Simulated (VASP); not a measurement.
# Sb (P6_3/mmc) in VASP: notebook

The runs below take Sb through relaxation of cell and atoms, with r2SCAN.

Program: VASP 6.6.1. These are calculated values, not measurements. Logs are shortened: lines on timing, memory, paths and dates and some standing lists are left out, and cuts for length are marked.

**1. The cell of the first run**

Symmetry: P6_3/mmc, No. 194, hexagonal system. Conventional cell: a = 3.034 Å, b = 3.034 Å, c = 4.962 Å, α = 90.00°, β = 90.00°, γ = 120.00°. Sb (site symmetry -6m2) has 12 Sb at 3.03 to 3.04 Å within 4.0 Å.

This isn't the form of Sb at room conditions, which is rhombohedral.

**2. Relaxation of cell and atoms, r2SCAN, target pressure 50 GPa, at which the enthalpy is minimised**

Input file POSCAR:

```
Sb
1.0
    3.0341510935      0.0000000000      0.0000000000
   -1.5170755467      2.6276519259      0.0000000000
    0.0000000000      0.0000000000      4.9617796464
Sb
2
Direct
    0.3333333333      0.6666666667      0.2500000000
    0.6666666667      0.3333333333      0.7500000000
```

Input file INCAR.step1:

```
SYSTEM = Sb
  PREC = Accurate
  ENCUT = 600
  ISMEAR = 0
  SIGMA = 0.1
  LREAL = .False.
  LASPH = .True.
  NELM = 60
  GGA = PE
  ALGO = Normal
  EDIFF = 1E-4
  LWAVE = .True.
  LCHARG = .False.
```

Input file INCAR.step2:

```
SYSTEM = Sb
  PREC = Accurate
  ENCUT = 600
  EDIFF = 1E-7
  ISMEAR = 0
  SIGMA = 0.1
  LREAL = .False.
  LASPH = .True.
  NELM = 60
  ALGO = Normal
  ISIF = 3
  LWAVE = .False.
  LCHARG = .False.
  METAGGA = R2SCAN
  LMIXTAU = .True.
  IBRION = 2
  NSW = 70
  EDIFFG = -0.008
  PSTRESS = 500.0
  ISTART = 1
```

Input file KPOINTS:

```
regular mesh
0
Gamma
  18 18 8
  0 0 0
```

Potentials or basis: VASP PAW PBE potentials, release 64 (Sb).

Run with:

```sh
> cat potpaw_PBE.64/Sb/POTCAR > POTCAR
> cp INCAR.step1 INCAR
> mpirun -np 1 vasp_std > vasp.out
> cp INCAR.step2 INCAR
> mpirun -np 1 vasp_std > vasp.out
```

OUTCAR:

```text
SYSTEM = Sb
   PREC = Accurate
   ENCUT = 600
   EDIFF = 1E-7
   ISMEAR = 0
   LREAL = .False.
   LASPH = .True.
   NELM = 60
   ISIF = 3
   METAGGA = R2SCAN
   IBRION = 2
   NSW = 70
   EDIFFG = -0.008
   PSTRESS = 500.0
   ISTART = 1

 ion  position               nearest neighbor table
   1  0.333  0.667  0.250-   2 3.04   2 3.04   2 3.04   2 3.04   2 3.04   2 3.04
   2  0.667  0.333  0.750-   1 3.04   1 3.04   1 3.04   1 3.04   1 3.04   1 3.04

  LATTYP: Found a hexagonal cell.
 ALAT       =     3.0341510935
 C/A-ratio  =     1.6353106663

  Lattice vectors:

 A1 = (   3.0341510935,   0.0000000000,   0.0000000000)
 A2 = (  -1.5170755467,   2.6276519259,   0.0000000000)
 A3 = (   0.0000000000,   0.0000000000,   4.9617796464)

Analysis of symmetry for initial positions (statically):
=====================================================================
 Subroutine PRICEL returns:
 Original cell was already a primitive cell.

 Routine SETGRP: Setting up the symmetry group for a
 hexagonal supercell.

 Subroutine GETGRP returns: Found 24 space group operations
 (whereof 12 operations were pure point group operations)
 out of a pool of 24 trial point group operations.

The static configuration has the point symmetry D_3d.
 The point group associated with its full space group is D_6h.

Analysis of symmetry for dynamics (positions and initial velocities):
=====================================================================
 Subroutine PRICEL returns:
 Original cell was already a primitive cell.

 Routine SETGRP: Setting up the symmetry group for a
 hexagonal supercell.

 Subroutine GETGRP returns: Found 24 space group operations
 (whereof 12 operations were pure point group operations)
 out of a pool of 24 trial point group operations.

The dynamic configuration has the point symmetry D_3d.
 The point group associated with its full space group is D_6h.

 Subroutine INISYM returns: Found 24 space group operations
 (whereof 12 operations are pure point group operations),
 and found     1 'primitive' translations

----------------------------------------------------------------------------------------

                                     Primitive cell

  volume of cell :      39.5587

  direct lattice vectors                    reciprocal lattice vectors
     3.034151093  0.000000000  0.000000000     0.329581477  0.190283955  0.000000000
    -1.517075547  2.627651926  0.000000000     0.000000000  0.380567909  0.000000000
     0.000000000  0.000000000  4.961779646     0.000000000  0.000000000  0.201540591

  length of vectors
     3.034151093  3.034151093  4.961779646     0.380567909  0.380567909  0.201540591

  position of ions in fractional coordinates (direct lattice)
     0.333333333  0.666666667  0.250000000
     0.666666667  0.333333333  0.750000000

  ion indices of the primitive-cell ions
   primitive index   ion index
                 1           1
                 2           2

----------------------------------------------------------------------------------------

 KPOINTS: regular mesh

Automatic generation of k-mesh.
 Grid dimensions read from file:
 generate k-points for:   18   18    8

 Generating k-lattice:

  Cartesian coordinates                     Fractional coordinates (reciprocal lattice)
     0.018310082  0.010571331  0.000000000     0.055555556  0.000000000  0.000000000
     0.000000000  0.021142662  0.000000000     0.000000000  0.055555556  0.000000000
     0.000000000  0.000000000  0.025192574     0.000000000  0.000000000  0.125000000

  Length of vectors
     0.021142662  0.021142662  0.025192574

  Shift w.r.t. Gamma in fractional coordinates (k-lattice)
     0.000000000  0.000000000  0.000000000

 Subroutine IBZKPT returns following result:
 ===========================================

 Found    185 irreducible k-points:

 Following reciprocal coordinates:
            Coordinates               Weight
  0.000000  0.000000  0.000000      1.000000
  0.055556  0.000000  0.000000      6.000000
  0.111111  0.000000  0.000000      6.000000
  0.166667 -0.000000  0.000000      6.000000
  0.222222 -0.000000  0.000000      6.000000
  0.277778  0.000000  0.000000      6.000000
[... 16 lines left out ...]
  0.333333  0.111111  0.000000     12.000000
  0.388889  0.111111  0.000000     12.000000
 [... further k-points ...]
   k-points           NKPTS =    185   k-points in BZ     NKDIM =    185   number of bands    NBANDS=      9
   number of dos      NEDOS =    301   number of ions     NIONS =      2
   total plane-waves  NPLWV =  23040
   dimension x,y,z NGX =    24 NGY =   24 NGZ =   40
   dimension x,y,z NGXF=    48 NGYF=   48 NGZF=   80
   ions per type =               2
   NGX,Y,Z   is equivalent  to a cutoff of  13.15, 13.15, 13.40 a.u.
   NGXF,Y,Z  is equivalent  to a cutoff of  26.30, 26.30, 26.80 a.u.
 SYSTEM =  Sb
   PREC   = accura    normal or accurate (medium, high low for compatibility)
   ISTART =      1    job   : 0-new  1-cont  2-samecut
   ICHARG =      0    charge: 1-file 2-atom 10-const
   ISPIN  =      1    spin polarized calculation?
   LNONCOLLINEAR =      F non collinear calculations
   LSORBIT =      F    spin-orbit coupling
   LASPH  =      T    aspherical Exc in radial PAW
   ENCUT  =  600.0 eV  44.10 Ry    6.64 a.u.   6.06  6.06  9.91*2*pi/ulx,y,z
   NELM   =     60;   NELMIN=  2; NELMDL=  0     # of ELM steps
   EDIFF  = 0.1E-06   stopping-criterion for ELM
   LREAL  =      F    real-space projection
   EDIFFG = -.8E-02   stopping-criterion for IOM
   NSW    =     70    number of steps for IOM
   IBRION =      2    ionic relax: 0-MD 1-quasi-New 2-CG
   NFREE  =      1    steps in history (QN), initial steepest desc. (CG)
   ISIF   =      3    stress and relaxation
   ISYM   =      2    0-nonsym 1-usesym 2-fastsym
   POTIM  = 0.5000    time-step for ionic-motion
   TEBEG  =    0.0;   TEEND  =   0.0 temperature during run
   PSTRESS=  500.0 pullay stress
   NELECT =      10.0000    total number of electrons
   NUPDOWN=      -1.0000    fix difference up-down
   EMIN   =  10.00;   EMAX   =-10.00  energy-range for DOS
   EFERMI =   0.00;   METHOD = LEGACY
   ISMEAR =     0;   SIGMA  =   0.10  broadening in eV -4-tet -1-fermi 0-gaus
   EFERMI_NEDOS =   21; number of points for ismear=-14 and -15
   IALGO  =     38    algorithm
   IMIX   =      4    mixing-type and parameters
     AMIX     =   0.40;   BMIX     =  1.00
     AMIX_MAG =   1.60;   BMIX_MAG =  1.00
  volume/ion in A,a.u.               =      19.78       133.48
  Fermi-wavevector in a.u.,A,eV,Ry     =   1.035128  1.956108 14.578502  1.071490
  Thomas-Fermi vector in A             =   2.169456
   LORBIT       =      0    0 simple, 1 ext, 2 COOP (PROOUT), +10 PAW based schemes
   METAGGA = R2SCAN    functional components
   LHFCALC =     F    Hartree Fock is set to
   AEXX    =    0.0000 exact exchange contribution
   IVDW    =     0    specifies the selected vdW correction
   LEPSILON=     F    determine dielectric tensor
   LRPA    =     F    only Hartree local field effects (RPA)
 conjugate gradient relaxation of ions
 non-spin polarized calculation
 Gauss-broadening in eV      SIGMA  =   0.10
  energy-cutoff  :      600.00
  volume of cell :       39.56
 maximum number of plane-waves:      1350
   NGX = 13   NGY = 13   NGZ = 19

--------------------------------------- Ionic step        1  -------------------------------------------

 number of electron      10.0000000 magnetization

 Free energy of the ion-electron system (eV)
  ---------------------------------------------------
  ext. energy  EPLUGINS =         0.00000000
  ---------------------------------------------------
  free energy    TOTEN  =       -49.19914313 eV

  energy without entropy =      -49.19511902  energy(sigma->0) =      -49.19713107

------------------------ aborting loop because EDIFF is reached ----------------------------------------

  FORCE on cell =-STRESS in cart. coord.  units (eV):
  Direction    XX          YY          ZZ          XY          YZ          ZX
  --------------------------------------------------------------------------------------
  -------------------------------------------------------------------------------------
  Total       10.0384457     10.0384457      9.8793328      0.0000000      0.0000000      0.0000000
  in kB      406.5692646    406.5692646    400.1249984      0.0000000      0.0000000      0.0000000
  external PRESSURE =     -95.5788241 kB  Pullay stress =     500.0000000 kB
[... 93 lines left out ...]
  FREE ENERGIE OF THE ION-ELECTRON SYSTEM (eV)
  ---------------------------------------------------
  free  energy   TOTEN  =       -48.7912948696 eV

  energy  without entropy=      -48.7876141755  energy(sigma->0) =      -48.78945452

  enthalpy is  TOTEN    =       -36.9015875931 eV   P V=       11.8897072765

[... ionic steps 4 to 7 ...]

--------------------------------------- Ionic step        8  -------------------------------------------

 number of electron      10.0000000 magnetization

------------------------ aborting loop because EDIFF is reached ----------------------------------------

  FORCE on cell =-STRESS in cart. coord.  units (eV):
  Direction    XX          YY          ZZ          XY          YZ          ZX
  --------------------------------------------------------------------------------------
  -------------------------------------------------------------------------------------
  Total       11.8570766     11.8570766     11.8269099      0.0000000      0.0000000      0.0000000
  in kB      499.6047526    499.6047526    498.3336601      0.0000000      0.0000000      0.0000000
  external PRESSURE =      -0.8189449 kB  Pullay stress =     500.0000000 kB
[... 61 lines left out ...]
  enthalpy is  TOTEN    =       -36.9017891984 eV   P V=       11.8577231853

--------------------------------------- Ionic step       10  -------------------------------------------

 number of electron      10.0000000 magnetization

 Free energy of the ion-electron system (eV)
  ---------------------------------------------------
  ext. energy  EPLUGINS =         0.00000000
  ---------------------------------------------------
  free energy    TOTEN  =       -48.76391697 eV

  energy without entropy =      -48.76025585  energy(sigma->0) =      -48.76208641

 E-fermi :  13.9509     XC(G=0): -12.5595

 val. band max:       13.8666913292   @ k =   0.3889   0.0556   0.1250
 cond. band min:      13.9571507031   @ k =   0.2222   0.2222   0.1250
 fundamental gap:      0.0904593739
 Fermi energy:        13.9508579748

 k-point     1 :       0.0000    0.0000    0.0000
  band No.  band energies     occupation
      1      -3.1962      2.00000
      2       3.2333      2.00000
      3       4.9694      2.00000
      4      19.5791      0.00000
      5      19.5791      0.00000
      6      21.9745      0.00000
      7      21.9745      0.00000
      8      22.8187      0.00000
      9      23.5488      0.00000
[... 265 lines left out ...]
 k-point    24 :       0.3889    0.1111    0.0000
  band No.  band energies     occupation
      1       1.9593      2.00000
      2       4.9849      2.00000
      3       8.4145      2.00000
      4       9.9312      2.00000
      5      10.9647      2.00000
      6      12.4102      2.00000
      7      13.7249      1.99860
      8      17.8684      0.00000
      9      20.4980      0.00000

 [... further k-points ...]
[... 5 lines left out ...]
  --------------------------------------------------------------------------------------
  -------------------------------------------------------------------------------------
  Total       11.8636970     11.8636970     11.8672908      0.0000000      0.0000000     -0.0000000
  in kB      500.0665566    500.0665566    500.2180390      0.0000000      0.0000000     -0.0000000
  external PRESSURE =       0.1170508 kB  Pullay stress =     500.0000000 kB
[... 17 lines left out ...]
  FREE ENERGIE OF THE ION-ELECTRON SYSTEM (eV)
  ---------------------------------------------------
  free  energy   TOTEN  =       -48.7639169682 eV

  energy  without entropy=      -48.7602558509  energy(sigma->0) =      -48.76208641

  enthalpy is  TOTEN    =       -36.9017989281 eV   P V=       11.8621180402

 reached required accuracy - stopping structural energy minimisation
```

It took 21 min on 1 thread of Intel Xeon Platinum 8259CL at 2.50GHz (Skylake/Cascade Lake), shared host; peak memory 0.25 GiB.

Results:

| Quantity | Value |
| --- | --- |
| Free energy | -48.7639 eV |
| Relaxed volume | 19.01 Å³/atom |
| Relaxed cell | a = 2.996 Å, b = 2.996 Å, c = 4.889 Å, α = 90.00°, β = 90.00°, γ = 120.00° |
| Space group after relaxing (to 0.1 Å) | P6_3/mmc (No. 194) |
| Energy change on relaxing (the run minimises the enthalpy) | +217.6 meV/atom |
| Ionic steps | 10 |
| Pressure after relaxing | 50.0 GPa |
| Band gap on the k mesh | zero (bands 5 and 6 overlap by 12.25 eV) |

Step by step:
```csv
step,energy change (eV),largest force (eV/Å),pressure (GPa),volume (Å³)
1,0.0000,0.0000,40.44,39.56
2,2.5555,0.0000,95.32,33.18
3,0.4078,0.0000,49.42,38.10
4,0.4314,0.0000,49.92,38.02
5,0.4408,0.0000,50.13,37.99
6,0.4185,0.0000,49.65,38.06
7,0.4315,0.0000,49.93,38.02
8,0.4309,0.0000,49.92,38.02
9,0.4396,0.0000,50.11,38.00
10,0.4352,0.0000,50.01,38.01
```

Final structure:
```
Sb
1.0
     2.99622    0.00000    0.00000
    -1.49811    2.59481    0.00000
     0.00000    0.00000    4.88904
Sb
2
Direct
  0.33333 0.66667 0.25000
  0.66667 0.33333 0.75000
```

Caveat: the cell is relaxed towards a set pressure, so the run minimises the enthalpy, not the energy; the PAW data sets were made with another functional, which shifts forces and pressure a little; spin-orbit coupling is left out, which moves the levels of the heavy elements.

**3. Relaxation of cell and atoms, r2SCAN, target pressure 90 GPa, at which the enthalpy is minimised**

This run uses another cell than the first one, of 17.50 Å³/atom.

Input file POSCAR:

```
Sb
1.0
    2.9150933130      0.0000000000      0.0000000000
   -1.4575466565      2.5245448635      0.0000000000
    0.0000000000      0.0000000000      4.7570842146
Sb
2
Direct
    0.3333333333      0.6666666667      0.2500000000
    0.6666666667      0.3333333333      0.7500000000
```

Input file INCAR.step1:

```
ALGO = Normal ; EDIFF = 1E-4
ENCUT = 600 ; GGA = PE
ISMEAR = 0 ; LASPH = True
LCHARG = False ; LREAL = False
LWAVE = True ; NELM = 80
PREC = Accurate ; SIGMA = 0.1
```

Input file INCAR.step2:

```
ALGO = Normal ; EDIFF = 1E-6
EDIFFG = -0.008 ; ENCUT = 600
IBRION = 2 ; ISIF = 3
ISMEAR = 0 ; ISTART = 1
LASPH = True ; LCHARG = False
LMIXTAU = True ; LREAL = False
LWAVE = False ; METAGGA = R2SCAN
NELM = 80 ; NSW = 70
PREC = Accurate ; PSTRESS = 900.0
SIGMA = 0.1
```

Input file KPOINTS:

```
k-points
0
Gamma
  18 18 10
```

Potentials or basis: VASP PAW PBE potentials, release 64 (Sb).

Run with:

```sh
> cat potpaw_PBE.64/Sb/POTCAR > POTCAR
> cp INCAR.step1 INCAR
> mpirun -np 1 vasp_std > vasp.out
> cp INCAR.step2 INCAR
> mpirun -np 1 vasp_std > vasp.out
```

It took 43 min on 1 thread of Intel Xeon Platinum 8259CL at 2.50GHz (Skylake/Cascade Lake), shared host; peak memory 0.25 GiB.

Results (log left out):

```
Free energy                                                : -46.8862 eV
Relaxed volume                                             : 16.79 Å³/atom
Relaxed cell                                               : a = 2.917 Å, b = 2.917 Å, c = 4.555 Å, α = 90.00°, β = 90.00°, γ = 120.00°
Space group after relaxing (to 0.1 Å)                      : P6_3/mmc (No. 194)
Energy change on relaxing (the run minimises the enthalpy) : +364.0 meV/atom
Ionic steps                                                : 17
Pressure after relaxing                                    : 90.0 GPa
Band gap on the k mesh                                     : zero (bands 5 and 6 overlap by 13.25 eV)
```

The path:
```tsv
step	energy change (eV)	largest force (eV/Å)	pressure (GPa)	volume (Å³)
1	0.0000	0.0000	74.76	35.01
2	6.3733	0.0000	213.52	27.23
3	0.6475	0.0000	88.49	33.73
4	0.7078	0.0000	89.81	33.63
5	0.7231	0.0000	90.13	33.60
6	0.7268	0.0000	90.10	33.58
7	0.7359	0.0000	90.17	33.56
8	0.7718	0.0000	91.01	33.50
9	0.7444	0.0000	90.33	33.54
10	0.7559	0.0000	90.62	33.52
11	0.7491	0.0000	90.45	33.53
12	0.7501	0.0000	90.46	33.53
13	0.5800	0.0000	86.83	33.84
14	0.7303	0.0000	90.04	33.57
15	0.7298	0.0000	90.03	33.57
16	0.7291	0.0000	90.02	33.57
17	0.7279	0.0000	89.99	33.57
```

Final structure:
```
CELL_PARAMETERS angstrom
2.91738 0.00000 0.00000
-1.45869 2.52652 0.00000
0.00000 0.00000 4.55450
ATOMIC_POSITIONS crystal
Sb 0.33333 0.66667 0.25000
Sb 0.66667 0.33333 0.75000
```

Levels at points of the mesh, in eV from the Fermi level:
| k point | band 1 | band 2 | band 3 | band 4 | band 5 | band 6 | band 7 | band 8 | band 9 |
| --- | --- | --- | --- | --- | --- | --- | --- | --- | --- |
| (0.00, 0.00, 0.00) | -18.70 | -10.46 | -9.96 | 5.58 | 5.58 | 8.23 | 8.23 | 9.18 | 9.53 |
| (0.50, 0.00, 0.00) | -12.41 | -11.26 | -4.29 | -4.14 | -3.97 | -1.19 | -0.31 | 4.49 | 6.68 |
| (0.00, 0.00, 0.50) | -16.60 | -16.60 | 0.20 | 0.20 | 7.27 | 7.27 | 7.27 | 7.27 | 9.46 |
| (0.50, 0.00, 0.50) | -10.36 | -10.36 | -9.09 | -9.09 | 2.09 | 2.09 | 4.15 | 4.15 | 6.12 |

Caveat: the cell is relaxed towards a set pressure, so the run minimises the enthalpy, not the energy; the PAW data sets were made with another functional, which shifts forces and pressure a little; spin-orbit coupling is left out, which moves the levels of the heavy elements.

The gap in the log of VASP goes by the Fermi energy; the results here count the filled bands.